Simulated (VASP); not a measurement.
# CuO in VASP: further runs

The runs below take CuO through single point, with PBEsol.

All numbers are computed with VASP 6.6.1; they aren't measurements. Logs are shortened: lines on timing, memory, paths and dates and some standing lists are left out, and cuts for length are marked.

## Step 1: The cell of the first run

The typed cell holds 4 atoms: a = 2.899 Å, b = 2.866 Å, c = 5.156 Å, α = 98.08°, β = 98.63°, γ = 72.12°.

## Step 2: Single point, PBEsol

The input, INCAR:

```
  PREC = Accurate
  ENCUT = 520
  EDIFF = 1E-6
  ISMEAR = 0
  SIGMA = 0.1
  LREAL = F
  LASPH = T
  NELM = 100
  ALGO = Normal
  ISIF = 2
  LWAVE = F
  LCHARG = T
  GGA = PS
  LELF = T
  LVHAR = T
  NBANDS = 25
```

The input, KPOINTS:

```
regular mesh
0
Gamma
  6 6 4
```

The input, POSCAR:

```
CuO
1.0
    2.3404404522     -1.7107783127     -0.0229301573
    2.3197430003      1.6824555157     -0.0101368612
   -0.8908838133      0.0240860588      5.0786274137
Cu O
2 2
Direct
   -0.0082652229      0.4939545091     -0.0055067082
    0.4909130835     -0.0195801087      0.4987901057
    0.5733962104      0.3983939412      0.2576963426
    0.3918683292      0.5610426818      0.7397132466
```

Potentials or basis: VASP PAW PBE potentials, release 64 (Cu, O).

On the command line:

```sh
$ cat potpaw_PBE.64/Cu/POTCAR potpaw_PBE.64/O/POTCAR > POTCAR
$ mpirun -np 1 vasp_std > vasp.out
```

OUTCAR:

```text
PREC = Accurate
   ENCUT = 520
   EDIFF = 1E-6
   ISMEAR = 0
   LREAL = F
   LASPH = T
   NELM = 100
   ISIF = 2
   GGA = PS

 ion  position               nearest neighbor table
   1  0.992  0.494  0.994-   4 1.94   3 1.97   4 1.99   3 2.05
   2  0.491  0.980  0.499-   4 1.90   3 1.91   3 1.93   4 1.95
   3  0.573  0.398  0.258-   2 1.91   2 1.93   1 1.97   1 2.05
   4  0.392  0.561  0.740-   2 1.90   1 1.94   2 1.95   1 1.99

  LATTYP: Found a triclinic cell.
 ALAT       =     2.8991291343
 B/A-ratio  =     1.1704622010
 C/A-ratio  =     2.1723905589
 COS(alpha) =     0.0013027671
 COS(beta)  =     0.4772141659
 COS(gamma) =     0.5950394553

  Lattice vectors:

 A1 = (  -2.3404404522,   1.7107783127,   0.0229301573)
 A2 = (  -0.0206974519,   3.3932338284,   0.0127932961)
 A3 = (  -3.7692996392,   0.0042367382,  -5.0455603952)

Analysis of symmetry for initial positions (statically):
=====================================================================
 Subroutine PRICEL returns:
 Original cell was already a primitive cell.

 Routine SETGRP: Setting up the symmetry group for a
 triclinic supercell.

 Subroutine GETGRP returns: Found  1 space group operations
 (whereof  1 operations were pure point group operations)
 out of a pool of  2 trial point group operations.

The static configuration has the point symmetry C_1 .

Analysis of symmetry for dynamics (positions and initial velocities):
=====================================================================
 Subroutine PRICEL returns:
 Original cell was already a primitive cell.

 Routine SETGRP: Setting up the symmetry group for a
 triclinic supercell.

 Subroutine GETGRP returns: Found  1 space group operations
 (whereof  1 operations were pure point group operations)
 out of a pool of  2 trial point group operations.

The dynamic configuration has the point symmetry C_1 .

 Subroutine INISYM returns: Found  1 space group operations
 (whereof  1 operations are pure point group operations),
 and found     1 'primitive' translations

----------------------------------------------------------------------------------------

                                     Primitive cell

  volume of cell :      40.1024

[... 82 lines left out ...]
 SYSTEM =  unknown system
   PREC   = accura    normal or accurate (medium, high low for compatibility)
   ISTART =      0    job   : 0-new  1-cont  2-samecut
   ICHARG =      2    charge: 1-file 2-atom 10-const
   ISPIN  =      1    spin polarized calculation?
   LNONCOLLINEAR =      F non collinear calculations
   LSORBIT =      F    spin-orbit coupling
   LASPH  =      T    aspherical Exc in radial PAW
   ENCUT  =  520.0 eV  38.22 Ry    6.18 a.u.   5.39  5.33  9.59*2*pi/ulx,y,z
   NELM   =    100;   NELMIN=  2; NELMDL= -5     # of ELM steps
   EDIFF  = 0.1E-05   stopping-criterion for ELM
   LREAL  =      F    real-space projection
   EDIFFG = 0.1E-04   stopping-criterion for IOM
   NSW    =      0    number of steps for IOM
   IBRION =     -1    ionic relax: 0-MD 1-quasi-New 2-CG
   NFREE  =      0    steps in history (QN), initial steepest desc. (CG)
   ISIF   =      2    stress and relaxation
   ISYM   =      2    0-nonsym 1-usesym 2-fastsym
   POTIM  = 0.5000    time-step for ionic-motion
   TEBEG  =    0.0;   TEEND  =   0.0 temperature during run
   PSTRESS=    0.0 pullay stress
   NELECT =      34.0000    total number of electrons
   NUPDOWN=      -1.0000    fix difference up-down
   EMIN   =  10.00;   EMAX   =-10.00  energy-range for DOS
   EFERMI =   0.00;   METHOD = LEGACY
   ISMEAR =     0;   SIGMA  =   0.10  broadening in eV -4-tet -1-fermi 0-gaus
   EFERMI_NEDOS =   21; number of points for ismear=-14 and -15
   IALGO  =     38    algorithm
   IMIX   =      4    mixing-type and parameters
     AMIX     =   0.40;   BMIX     =  1.00
     AMIX_MAG =   1.60;   BMIX_MAG =  1.00
  volume/ion in A,a.u.               =      10.03        67.66
  Fermi-wavevector in a.u.,A,eV,Ry     =   1.549451  2.928037 32.664829  2.400797
  Thomas-Fermi vector in A             =   2.654256
   LORBIT       =      0    0 simple, 1 ext, 2 COOP (PROOUT), +10 PAW based schemes
   GGA     = PS    functional components
   LHFCALC =     F    Hartree Fock is set to
   AEXX    =    0.0000 exact exchange contribution
   IVDW    =     0    specifies the selected vdW correction
   LEPSILON=     F    determine dielectric tensor
   LRPA    =     F    only Hartree local field effects (RPA)
 non-spin polarized calculation
 Gauss-broadening in eV      SIGMA  =   0.10
  energy-cutoff  :      520.00
  volume of cell :       40.10
 maximum number of plane-waves:      1105
 NGX is ok and might be reduce to    24
   NGX = 11   NGY = 11   NGZ = 19

 number of electron      34.0000000 magnetization

 Free energy of the ion-electron system (eV)
  ---------------------------------------------------
  ext. energy  EPLUGINS =         0.00000000
  ---------------------------------------------------
  free energy    TOTEN  =       -21.28957756 eV

  energy without entropy =      -21.27629868  energy(sigma->0) =      -21.28293812

 E-fermi :   5.6562     XC(G=0): -12.2535

 val. band max:        5.6561390520   @ k =   0.0000  -0.1667   0.2500
 cond. band min:       5.6618462050   @ k =   0.1667   0.3333   0.2500
 fundamental gap:      0.0057071530
 Fermi energy:         5.6562472884

 k-point     1 :       0.0000    0.0000    0.0000
  band No.  band energies     occupation
      1     -14.2579      2.00000
      2     -12.8886      2.00000
      3      -2.6057      2.00000
      4       0.0111      2.00000
      5       0.4878      2.00000
      6       2.3205      2.00000
[... 661 lines left out ...]
     24      18.8927      0.00000
     25      20.9173      0.00000

 [... further k-points ...]
[... 5 lines left out ...]
  --------------------------------------------------------------------------------------
  -------------------------------------------------------------------------------------
  Total       -0.1288681      0.3747868     -0.7485342      0.4468971      0.5302333     -0.0481744
  in kB       -5.1485602     14.9735456    -29.9055654     17.8545099     21.1839723     -1.9246708
  external PRESSURE =      -6.6935267 kB  Pullay stress =       0.0000000 kB

 VOLUME and BASIS-vectors are now :
 -----------------------------------------------------------------------------
  energy-cutoff  :      520.00
  volume of cell :       40.10
      direct lattice vectors                 reciprocal lattice vectors
     2.340440452 -1.710778313 -0.022930157     0.213074834 -0.293550617  0.038769412
     2.319743000  1.682455516 -0.010136861     0.216641816  0.295887568  0.036599637
    -0.890883813  0.024086059  5.078627414     0.001394453 -0.000734803  0.197151693

 POSITION                                       TOTAL-FORCE (eV/Angst)
 -----------------------------------------------------------------------------------
      2.58097     -0.84163      5.02291        -0.417385      0.125658      0.338115
      2.97891      0.82168      2.51197        -0.130282     -0.027527     -0.047300
      2.03659     -0.30447      1.29156         0.219878      0.248978     -0.703162
      1.55962      0.29135      3.74206         0.327788     -0.347109      0.412347
 -----------------------------------------------------------------------------------
    total drift:                               -0.000386     -0.000250     -0.000819

  FREE ENERGIE OF THE ION-ELECTRON SYSTEM (eV)
  ---------------------------------------------------
  free  energy   TOTEN  =       -21.2895775603 eV

  energy  without entropy=      -21.2762986841  energy(sigma->0) =      -21.28293812
```

OSZICAR:

```text
N       E                     dE             d eps       ncg     rms          rms(c)
DAV:   1     0.296635726369E+03    0.29664E+03   -0.16438E+04  3992   0.218E+03
DAV:   2     0.874642181887E+01   -0.28789E+03   -0.26544E+03  3896   0.401E+02
DAV:   3    -0.260768311268E+02   -0.34823E+02   -0.32943E+02  4593   0.155E+02
DAV:   4    -0.272656427073E+02   -0.11888E+01   -0.11807E+01  4795   0.306E+01
DAV:   5    -0.272878126938E+02   -0.22170E-01   -0.22161E-01  4898   0.370E+00    0.177E+01
DAV:   6    -0.255278493253E+02    0.17600E+01   -0.61699E+01  4966   0.186E+02    0.136E+01
DAV:   7    -0.214221200902E+02    0.41057E+01   -0.11630E+01  4986   0.129E+02    0.500E+00
DAV:   8    -0.214901104480E+02   -0.67990E-01   -0.36896E+00  5879   0.466E+01    0.473E+00
DAV:   9    -0.213352609445E+02    0.15485E+00   -0.13869E+00  6133   0.269E+01    0.187E+00
DAV:  10    -0.212932846358E+02    0.41976E-01   -0.17481E-01  5905   0.762E+00    0.407E-01
DAV:  11    -0.212903342538E+02    0.29504E-02   -0.55688E-03  5891   0.198E+00    0.345E-01
DAV:  12    -0.212896872250E+02    0.64703E-03   -0.52363E-03  5848   0.208E+00    0.688E-02
DAV:  13    -0.212895847521E+02    0.10247E-03   -0.23990E-04  5876   0.212E-01    0.358E-02
DAV:  14    -0.212895837439E+02    0.10082E-05   -0.15136E-04  5850   0.227E-01    0.248E-02
DAV:  15    -0.212895780364E+02    0.57075E-05   -0.19602E-05  5831   0.698E-02    0.932E-03
DAV:  16    -0.212895775603E+02    0.47615E-06   -0.41747E-06  3831   0.431E-02
   1 F= -.21289578E+02 E0= -.21282938E+02  d E =-.132789E-01
```

It took 52 s on 1 thread of AMD EPYC 9R45 (Zen 5), shared host; peak memory 0.17 GiB.

What came out:

| Quantity | Value |
| --- | --- |
| Free energy | -21.2896 eV |
| Pressure | -0.7 GPa |
| Largest force | 0.778 eV/Å |
| Band gap on the k mesh | zero (band 17 reaches 5.86 eV, above the bottom of band 18 at 5.30 eV) |

Forces on the atoms (eV/Å):
```
Cu  -0.417  0.126  0.338
Cu  -0.130 -0.028 -0.047
O    0.220  0.249 -0.703
O    0.328 -0.347  0.412
```

Stress tensor (GPa, compression positive):
```
-0.51  1.79 -0.19
 1.79  1.50  2.12
-0.19  2.12 -2.99
```

Caveat: the k points lie up to 0.39 Å⁻¹ apart; the PAW data sets were made with another functional, which shifts forces and pressure a little; semilocal functionals often make such compounds metallic where correlation or magnetic order opens a gap, which also shifts bond lengths.

(Continued in part 2 of 2.)
